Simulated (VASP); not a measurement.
# CdC6 (Pm-3m) in VASP: notebook

Runs on CdC6. Level: PBE. Tasks: single point, relaxation of cell and atoms.

All numbers are computed with VASP 6.6.1; they aren't measurements. Logs are shortened: lines on timing, memory, paths and dates and some standing lists are left out, and cuts for length are marked.

### 1 The cell of the first run

The structure is cubic, space group Pm-3m (No. 221). Conventional cell: a = 3.912 Å, b = 3.912 Å, c = 3.912 Å, α = 90.00°, β = 90.00°, γ = 90.00°. Within 3.8 Å of Cd (site symmetry m-3m) lie 24 C at 2.85 Å. Within 1.8 Å of C (site symmetry 4mm) lie 5 C at 1.37 to 1.79 Å.

### 2 Single point, PBE

INCAR

```
SYSTEM = CdC6
PREC     = Accurate       ! precision mode
ENCUT    = 520            ! plane-wave cutoff, eV
EDIFF    = 1E-7           ! SCF threshold, eV
ISMEAR   = 0              ! smearing method
SIGMA    = 0.1            ! smearing width, eV
LREAL    = .FALSE.        ! projectors in reciprocal space
LASPH    = .TRUE.         ! aspherical terms in the spheres
NELM     = 100            ! most SCF steps
ALGO     = Normal         ! electronic algorithm
ISIF     = 2              ! what is computed and relaxed
LWAVE    = .FALSE.        ! write WAVECAR
LCHARG   = .FALSE.        ! write CHGCAR
GGA      = PE             ! functional
NBANDS   = 27             ! bands
```

KPOINTS

```
regular mesh
0
G
  10 10 10
  0 0 0
```

POSCAR

```
CdC6
1.0
    3.9119946398      0.0000000000      0.0000000000
    0.0000000000      3.9119946398      0.0000000000
    0.0000000000      0.0000000000      3.9119946398
Cd C
1 6
Direct
    0.0000000000      0.0000000000      0.0000000000
    0.8243241112      0.5000000000      0.5000000000
    0.1756758888      0.5000000000      0.5000000000
    0.5000000000      0.5000000000      0.8243241112
    0.5000000000      0.5000000000      0.1756758888
    0.5000000000      0.1756758888      0.5000000000
    0.5000000000      0.8243241112      0.5000000000
```

Potentials or basis: VASP PAW PBE potentials, release 64 (Cd, C).

Run with:

```bash
$ cat potpaw_PBE.64/Cd/POTCAR potpaw_PBE.64/C/POTCAR > POTCAR
$ mpirun -np 1 vasp_std > vasp.out
```

OUTCAR:

```text
SYSTEM = CdC6
   PREC = Accurate
   ENCUT = 520
   EDIFF = 1E-7
   ISMEAR = 0
   LREAL = .FALSE.
   LASPH = .TRUE.
   NELM = 100
   ISIF = 2
   GGA = PE

 ion  position               nearest neighbor table
   1  0.000  0.000  0.000-   2 2.85   3 2.85   4 2.85   5 2.85   6 2.85   7 2.85   2 2.85   3 2.85
                             6 2.85   7 2.85   2 2.85   3 2.85   4 2.85   5 2.85   2 2.85   3 2.85
   2  0.824  0.500  0.500-   3 1.37   4 1.79   5 1.79   6 1.79   7 1.79   1 2.85   1 2.85   1 2.85
                             1 2.85
   3  0.176  0.500  0.500-   2 1.37   4 1.79   5 1.79   6 1.79   7 1.79   1 2.85   1 2.85   1 2.85
                             1 2.85
   4  0.500  0.500  0.824-   5 1.37   3 1.79   2 1.79   6 1.79   7 1.79   1 2.85   1 2.85   1 2.85
                             1 2.85
   5  0.500  0.500  0.176-   4 1.37   3 1.79   2 1.79   6 1.79   7 1.79   1 2.85   1 2.85   1 2.85
                             1 2.85
   6  0.500  0.176  0.500-   7 1.37   3 1.79   4 1.79   5 1.79   2 1.79   1 2.85   1 2.85   1 2.85
                             1 2.85
   7  0.500  0.824  0.500-   6 1.37   3 1.79   4 1.79   5 1.79   2 1.79   1 2.85   1 2.85   1 2.85
                             1 2.85

  LATTYP: Found a simple cubic cell.
 ALAT       =     3.9119946398

  Lattice vectors:

 A1 = (   3.9119946398,   0.0000000000,   0.0000000000)
 A2 = (   0.0000000000,   3.9119946398,   0.0000000000)
 A3 = (   0.0000000000,   0.0000000000,   3.9119946398)

Analysis of symmetry for initial positions (statically):
=====================================================================
 Subroutine PRICEL returns:
 Original cell was already a primitive cell.

 Routine SETGRP: Setting up the symmetry group for a
 simple cubic supercell.

 Subroutine GETGRP returns: Found 48 space group operations
 (whereof 48 operations were pure point group operations)
 out of a pool of 48 trial point group operations.

The static configuration has the point symmetry O_h .

Analysis of symmetry for dynamics (positions and initial velocities):
=====================================================================
 Subroutine PRICEL returns:
 Original cell was already a primitive cell.

 Routine SETGRP: Setting up the symmetry group for a
 simple cubic supercell.

 Subroutine GETGRP returns: Found 48 space group operations
 (whereof 48 operations were pure point group operations)
 out of a pool of 48 trial point group operations.

The dynamic configuration has the point symmetry O_h .

 Subroutine INISYM returns: Found 48 space group operations
 (whereof 48 operations are pure point group operations),
 and found     1 'primitive' translations

----------------------------------------------------------------------------------------

                                     Primitive cell

  volume of cell :      59.8680

  direct lattice vectors                    reciprocal lattice vectors
     3.911994640  0.000000000  0.000000000     0.255624072  0.000000000  0.000000000
     0.000000000  3.911994640  0.000000000     0.000000000  0.255624072  0.000000000
     0.000000000  0.000000000  3.911994640     0.000000000  0.000000000  0.255624072

  length of vectors
     3.911994640  3.911994640  3.911994640     0.255624072  0.255624072  0.255624072

  position of ions in fractional coordinates (direct lattice)
     0.000000000  0.000000000  0.000000000
     0.824324111  0.500000000  0.500000000
     0.175675889  0.500000000  0.500000000
     0.500000000  0.500000000  0.824324111
     0.500000000  0.500000000  0.175675889
     0.500000000  0.175675889  0.500000000
     0.500000000  0.824324111  0.500000000

  ion indices of the primitive-cell ions
   primitive index   ion index
                 1           1
                 2           2
                 3           3
                 4           4
                 5           5
                 6           6
                 7           7

----------------------------------------------------------------------------------------

 KPOINTS: regular mesh

Automatic generation of k-mesh.
 Grid dimensions read from file:
 generate k-points for:   10   10   10

 Generating k-lattice:

  Cartesian coordinates                     Fractional coordinates (reciprocal lattice)
     0.025562407  0.000000000  0.000000000     0.100000000  0.000000000  0.000000000
     0.000000000  0.025562407  0.000000000     0.000000000  0.100000000  0.000000000
     0.000000000  0.000000000  0.025562407     0.000000000  0.000000000  0.100000000

  Length of vectors
     0.025562407  0.025562407  0.025562407

  Shift w.r.t. Gamma in fractional coordinates (k-lattice)
     0.000000000  0.000000000  0.000000000

 Subroutine IBZKPT returns following result:
 ===========================================

 Found     56 irreducible k-points:

 Following reciprocal coordinates:
            Coordinates               Weight
  0.000000  0.000000  0.000000      1.000000
  0.100000  0.000000  0.000000      6.000000
  0.200000  0.000000  0.000000      6.000000
  0.300000  0.000000  0.000000      6.000000
  0.400000  0.000000  0.000000      6.000000
  0.500000  0.000000  0.000000      3.000000
[... 16 lines left out ...]
  0.200000  0.100000  0.100000     24.000000
  0.300000  0.100000  0.100000     24.000000
 [... further k-points ...]
   k-points           NKPTS =     56   k-points in BZ     NKDIM =     56   number of bands    NBANDS=     27
   number of dos      NEDOS =    301   number of ions     NIONS =      7
   total plane-waves  NPLWV =  27000
   dimension x,y,z NGX =    30 NGY =   30 NGZ =   30
   dimension x,y,z NGXF=    60 NGYF=   60 NGZF=   60
   ions per type =               1   6
   NGX,Y,Z   is equivalent  to a cutoff of  12.75, 12.75, 12.75 a.u.
   NGXF,Y,Z  is equivalent  to a cutoff of  25.50, 25.50, 25.50 a.u.
 SYSTEM =  CdC6
   PREC   = accura    normal or accurate (medium, high low for compatibility)
   ISTART =      0    job   : 0-new  1-cont  2-samecut
   ICHARG =      2    charge: 1-file 2-atom 10-const
   ISPIN  =      1    spin polarized calculation?
   LNONCOLLINEAR =      F non collinear calculations
   LSORBIT =      F    spin-orbit coupling
   LASPH  =      T    aspherical Exc in radial PAW
   ENCUT  =  520.0 eV  38.22 Ry    6.18 a.u.   7.27  7.27  7.27*2*pi/ulx,y,z
   NELM   =    100;   NELMIN=  2; NELMDL= -5     # of ELM steps
   EDIFF  = 0.1E-06   stopping-criterion for ELM
   LREAL  =      F    real-space projection
   EDIFFG = 0.1E-05   stopping-criterion for IOM
   NSW    =      0    number of steps for IOM
   IBRION =     -1    ionic relax: 0-MD 1-quasi-New 2-CG
   NFREE  =      0    steps in history (QN), initial steepest desc. (CG)
   ISIF   =      2    stress and relaxation
   ISYM   =      2    0-nonsym 1-usesym 2-fastsym
   POTIM  = 0.5000    time-step for ionic-motion
   TEBEG  =    0.0;   TEEND  =   0.0 temperature during run
   PSTRESS=    0.0 pullay stress
   NELECT =      36.0000    total number of electrons
   NUPDOWN=      -1.0000    fix difference up-down
   EMIN   =  10.00;   EMAX   =-10.00  energy-range for DOS
   EFERMI =   0.00;   METHOD = LEGACY
   ISMEAR =     0;   SIGMA  =   0.10  broadening in eV -4-tet -1-fermi 0-gaus
   EFERMI_NEDOS =   21; number of points for ismear=-14 and -15
   IALGO  =     38    algorithm
   IMIX   =      4    mixing-type and parameters
     AMIX     =   0.40;   BMIX     =  1.00
     AMIX_MAG =   1.60;   BMIX_MAG =  1.00
  volume/ion in A,a.u.               =       8.55        57.72
  Fermi-wavevector in a.u.,A,eV,Ry     =   1.381796  2.611217 25.978440  1.909361
  Thomas-Fermi vector in A             =   2.506547
   LORBIT       =      0    0 simple, 1 ext, 2 COOP (PROOUT), +10 PAW based schemes
   GGA     = PE    functional components
   LHFCALC =     F    Hartree Fock is set to
   AEXX    =    0.0000 exact exchange contribution
   IVDW    =     0    specifies the selected vdW correction
   LEPSILON=     F    determine dielectric tensor
   LRPA    =     F    only Hartree local field effects (RPA)
 non-spin polarized calculation
 Gauss-broadening in eV      SIGMA  =   0.10
  energy-cutoff  :      520.00
  volume of cell :       59.87
 maximum number of plane-waves:      1640
 NGX is ok and might be reduce to    30
   NGX = 15   NGY = 15   NGZ = 15

 number of electron      36.0000008 magnetization

 Free energy of the ion-electron system (eV)
  ---------------------------------------------------
  ext. energy  EPLUGINS =         0.00000000
  ---------------------------------------------------
  free energy    TOTEN  =       -38.83596813 eV

  energy without entropy =      -38.82936885  energy(sigma->0) =      -38.83266849

 E-fermi :   7.4294     XC(G=0): -12.1610

 val. band max:        7.3905243134   @ k =   0.5000   0.5000   0.3000
 cond. band min:       7.4966763064   @ k =   0.4000   0.4000   0.2000
 fundamental gap:      0.1061519930
 Fermi energy:         7.4293617642

 k-point     1 :       0.0000    0.0000    0.0000
  band No.  band energies     occupation
      1     -14.1833      2.00000
      2      -7.1330      2.00000
      3      -7.1330      2.00000
      4      -5.5858      2.00000
      5      -5.1649      2.00000
      6      -5.1649      2.00000
[... 19 lines left out ...]
     26      16.6298      0.00000
     27      16.6301      0.00000

 k-point     2 :       0.1000    0.0000    0.0000
  band No.  band energies     occupation
      1     -14.1375      2.00000
      2      -7.5105      2.00000
      3      -7.1186      2.00000
      4      -5.8878      2.00000
      5      -5.1312      2.00000
      6      -5.1312      2.00000
[... 19 lines left out ...]
     26      16.4804      0.00000
     27      16.4804      0.00000

 k-point     3 :       0.2000    0.0000    0.0000
  band No.  band energies     occupation
      1     -14.0093      2.00000
      2      -8.2811      2.00000
      3      -7.0801      2.00000
      4      -5.9747      2.00000
      5      -5.0396      2.00000
      6      -5.0396      2.00000
[... 594 lines left out ...]
      1     -13.9184      2.00000
      2      -8.2498      2.00000
      3      -7.5362      2.00000
      4      -6.6794      2.00000
      5      -4.4201      2.00000
      6      -4.2657      2.00000
[... 19 lines left out ...]
     26      15.1008      0.00000
     27      15.5268      0.00000

 k-point    24 :       0.3000    0.1000    0.1000
  band No.  band energies     occupation
      1     -13.7390      2.00000
      2      -8.9704      2.00000
      3      -7.4807      2.00000
      4      -6.6446      2.00000
      5      -4.3030      2.00000
      6      -4.1729      2.00000
[... 19 lines left out ...]
     26      14.6378      0.00000
     27      15.3562      0.00000

 [... further k-points ...]
[... 5 lines left out ...]
  --------------------------------------------------------------------------------------
  -------------------------------------------------------------------------------------
  Total        0.1755441      0.1755441      0.1755441     -0.0000000     -0.0000000      0.0000000
  in kB        4.6978822      4.6978822      4.6978822     -0.0000000     -0.0000000      0.0000000
  external PRESSURE =       4.6978822 kB  Pullay stress =       0.0000000 kB

 VOLUME and BASIS-vectors are now :
 -----------------------------------------------------------------------------
  energy-cutoff  :      520.00
  volume of cell :       59.87
      direct lattice vectors                 reciprocal lattice vectors
     3.911994640  0.000000000  0.000000000     0.255624072  0.000000000  0.000000000
     0.000000000  3.911994640  0.000000000     0.000000000  0.255624072  0.000000000
     0.000000000  0.000000000  3.911994640     0.000000000  0.000000000  0.255624072

 POSITION                                       TOTAL-FORCE (eV/Angst)
 -----------------------------------------------------------------------------------
      0.00000      0.00000      0.00000         0.000000     -0.000000      0.000000
      3.22475      1.95600      1.95600        -0.042933     -0.000000      0.000000
      0.68724      1.95600      1.95600         0.042933     -0.000000      0.000000
      1.95600      1.95600      3.22475         0.000000     -0.000000     -0.042933
      1.95600      1.95600      0.68724         0.000000     -0.000000      0.042933
      1.95600      0.68724      1.95600         0.000000      0.042933      0.000000
      1.95600      3.22475      1.95600         0.000000     -0.042933      0.000000
 -----------------------------------------------------------------------------------
    total drift:                                0.000000      0.000000     -0.000000

  FREE ENERGIE OF THE ION-ELECTRON SYSTEM (eV)
  ---------------------------------------------------
  free  energy   TOTEN  =       -38.8359681273 eV

  energy  without entropy=      -38.8293688478  energy(sigma->0) =      -38.83266849
```

It took 81 s on 1 thread of AMD EPYC 7R13 (Zen 3), shared host; peak memory 0.18 GiB.

What came out:

| Property | Result |
| --- | --- |
| Free energy | -38.8360 eV |
| Pressure | 0.5 GPa |
| Largest force | 0.043 eV/Å |
| Band gap on the k mesh | zero (band 18 reaches 8.31 eV, above the bottom of band 19 at 5.50 eV) |

Forces on the atoms (eV/Å):
```
Cd   0.000  0.000  0.000
C   -0.043  0.000  0.000
C    0.043  0.000  0.000
C    0.000  0.000 -0.043
C    0.000  0.000  0.043
C    0.000  0.043  0.000
C    0.000 -0.043  0.000
```

### 3 Relaxation of cell and atoms, PBE

This run uses another cell than the first one, of 8.64 Å³/atom, 1.010 times its volume.

INCAR

```
PREC = Accurate ; ENCUT = 600
EDIFF = 1E-7 ; ISMEAR = 0
SIGMA = 0.1 ; LREAL = F
LASPH = T ; NELM = 100
ALGO = Normal ; ISIF = 3
LWAVE = F ; LCHARG = F
GGA = PE ; IBRION = 2
NSW = 100 ; EDIFFG = -0.01
```

KPOINTS

```
regular mesh
0
Gamma
  10 10 10
```

POSCAR

```
CdC6
1.0
    3.9254791338      0.0000000000      0.0000000000
    0.0000000000      3.9254791338      0.0000000000
    0.0000000000      0.0000000000      3.9254791338
Cd C
1 6
Direct
    0.0000000000      0.0000000000      0.0000000000
    0.8265983164      0.5000000000      0.5000000000
    0.1734016836      0.5000000000      0.5000000000
    0.5000000000      0.5000000000      0.8265983164
    0.5000000000      0.5000000000      0.1734016836
    0.5000000000      0.1734016836      0.5000000000
    0.5000000000      0.8265983164      0.5000000000
```

Potentials or basis: VASP PAW PBE potentials, release 64 (Cd, C).

Run with:

```bash
$ cat potpaw_PBE.64/Cd/POTCAR potpaw_PBE.64/C/POTCAR > POTCAR
$ mpirun -np 1 vasp_std > vasp.out
```

Wall time 4.5 min (1 thread of AMD EPYC 7R13 (Zen 3), shared host); peak memory 0.21 GiB.

The run converged. Its results:

- Free energy: -38.8437 eV
- Relaxed volume: 8.56 Å³/atom
- Relaxed cell: a = 3.912 Å, b = 3.912 Å, c = 3.912 Å, α = 90.00°, β = 90.00°, γ = 90.00°
- Space group after relaxing (to 0.05 Å): Pm-3m (No. 221)
- Energy gained by relaxing: 2.5 meV/atom
- Ionic steps: 5
- Pressure after relaxing: 0.0 GPa
- Largest force after relaxing: 0.006 eV/Å
- Band gap on the k mesh: zero (band 18 reaches 8.31 eV, above the bottom of band 19 at 5.50 eV)

Forces on the atoms (eV/Å):
```
Cd   0.000  0.000  0.000
C    0.006  0.000  0.000
C   -0.006  0.000  0.000
C    0.000  0.000  0.006
C    0.000  0.000 -0.006
C    0.000 -0.006  0.000
C    0.000  0.006  0.000
```

Step by step:
| step | energy change (eV) | largest force (eV/Å) | pressure (GPa) | volume (Å³) |
| --- | --- | --- | --- | --- |
| 1 | 0.0000 | 0.5898 | -0.35 | 60.49 |
| 2 | 0.0685 | 1.3484 | -4.37 | 60.32 |
| 3 | -0.0143 | 0.0098 | -1.81 | 60.44 |
| 4 | -0.0170 | 0.0065 | 0.62 | 59.70 |
| 5 | -0.0174 | 0.0064 | -0.01 | 59.89 |

Final structure:
```cif
data_structure
_symmetry_space_group_name_H-M 'P 1'
_symmetry_Int_Tables_number 1
_cell_length_a 3.9125
_cell_length_b 3.9125
_cell_length_c 3.9125
_cell_angle_alpha 90.000
_cell_angle_beta 90.000
_cell_angle_gamma 90.000
_cell_volume 59.89
loop_
_atom_site_label
_atom_site_type_symbol
_atom_site_fract_x
_atom_site_fract_y
_atom_site_fract_z
_atom_site_occupancy
Cd1 Cd 0.00000 0.00000 0.00000 1
C1 C 0.82417 0.50000 0.50000 1
C2 C 0.17583 0.50000 0.50000 1
C3 C 0.50000 0.50000 0.82417 1
C4 C 0.50000 0.50000 0.17583 1
C5 C 0.50000 0.17583 0.50000 1
C6 C 0.50000 0.82417 0.50000 1
```

Levels at points of the mesh, in eV from the Fermi level:
| k point | band 14 | band 15 | band 16 | band 17 | band 18 | band 19 | band 20 | band 21 | band 22 |
| --- | --- | --- | --- | --- | --- | --- | --- | --- | --- |
| (0.00, 0.00, 0.00) | -3.64 | -3.64 | -3.07 | -3.07 | -3.07 | -1.71 | 0.28 | 0.28 | 0.28 |
| (0.50, 0.00, 0.00) | -7.25 | -3.76 | -3.23 | -2.33 | -1.19 | -1.19 | 1.20 | 3.00 | 4.36 |
| (0.50, 0.50, 0.00) | -6.12 | -6.12 | -2.19 | -2.19 | 0.72 | 0.96 | 0.97 | 2.52 | 4.44 |
| (0.50, 0.50, 0.50) | -7.52 | -7.52 | -1.75 | 0.88 | 0.88 | 0.88 | 0.92 | 0.92 | 4.00 |

### 4 Single point, PBE

This run uses another cell than the first one, of 14.53 Å³/atom, 1.699 times its volume.

INCAR

```
SYSTEM = CdC6
PREC = Accurate
ENCUT = 520
EDIFF = 1E-7
ISMEAR = 0
SIGMA = 0.1
LREAL = .False.
LASPH = .True.
NELM = 100
ALGO = Normal
ISIF = 2
LWAVE = .False.
LCHARG = .False.
GGA = PE
NBANDS = 27
```

KPOINTS

```
regular mesh
0
Gamma
  4 4 4
  0 0 0
```

POSCAR

```
CdC6
1.0
    4.6679087200      0.0000000000      0.0000000000
    0.0000000000      4.6679087200      0.0000000000
    0.0000000000      0.0000000000      4.6679087200
Cd C
1 6
Direct
    0.0000000000      0.0000000000      0.0000000000
    0.7985550200      0.5000000000      0.5000000000
    0.2014449800      0.5000000000      0.5000000000
    0.5000000000      0.5000000000      0.7985550200
    0.5000000000      0.5000000000      0.2014449800
    0.5000000000      0.2014449800      0.5000000000
    0.5000000000      0.7985550200      0.5000000000
```

Run with:

```bash
$ cat potpaw_PBE.64/Cd/POTCAR potpaw_PBE.64/C/POTCAR > POTCAR
$ mpirun -np 1 vasp_std > vasp.out
```

Run time: 50 s. Hardware: 1 thread of AMD EPYC 7R13 (Zen 3), shared host; peak memory 0.17 GiB.

Results (log left out):

| Quantity | Value |
| --- | --- |
| Free energy | -33.1377 eV |
| Pressure | -17.3 GPa |
| Largest force | 0.860 eV/Å |
| Band gap on the k mesh | zero (band 18 reaches 2.17 eV, above the bottom of band 19 at 1.72 eV) |

Forces on the atoms (eV/Å):
```
Cd   0.000  0.000  0.000
C   -0.860  0.000  0.000
C    0.860  0.000  0.000
C    0.000  0.000 -0.860
C    0.000  0.000  0.860
C    0.000  0.860  0.000
C    0.000 -0.860  0.000
```

Levels at points of the mesh, in eV from the Fermi level:
| k point | band 15 | band 16 | band 17 | band 18 | band 19 | band 20 | band 21 | band 22 |
| --- | --- | --- | --- | --- | --- | --- | --- | --- |
| (0.00, 0.00, 0.00) | -2.99 | -0.96 | -0.40 | -0.40 | -0.40 | 0.59 | 0.59 | 0.59 |
| (0.50, 0.00, 0.00) | -2.99 | -1.89 | -1.62 | -0.68 | 0.19 | 0.19 | 2.84 | 2.84 |
| (0.50, 0.50, 0.00) | -4.07 | -2.94 | -0.68 | -0.19 | -0.19 | 0.11 | 2.62 | 2.73 |
| (0.50, 0.50, 0.50) | -4.58 | -2.91 | -2.91 | -0.84 | 0.93 | 2.50 | 2.50 | 2.50 |

### 5 Summary

| task | cell | k mesh | cutoff (eV) | gap on the mesh (eV) | pressure (GPa) | largest force (eV/Å) |
| --- | --- | --- | --- | --- | --- | --- |
| single point | a = 3.912 Å, 7 atoms | 10 × 10 × 10 | 520 | none | 0.5 | 0.04 |
| relaxation of cell and atoms | relaxed from a = 3.925 Å, 7 atoms | 10 × 10 × 10 | 600 | none | 0.0 | 0.01 |
| single point | a = 4.668 Å, 7 atoms | 4 × 4 × 4 | 520 | none | -17.3 | 0.86 |

Alike in all rows: level PBE; potentials or basis VASP PAW PBE potentials, release 64 (Cd, C); no spin polarisation; smearing gaussian 0.1 eV.

Total energies depend on the potentials used, so only differences within one code and one set of settings carry meaning.
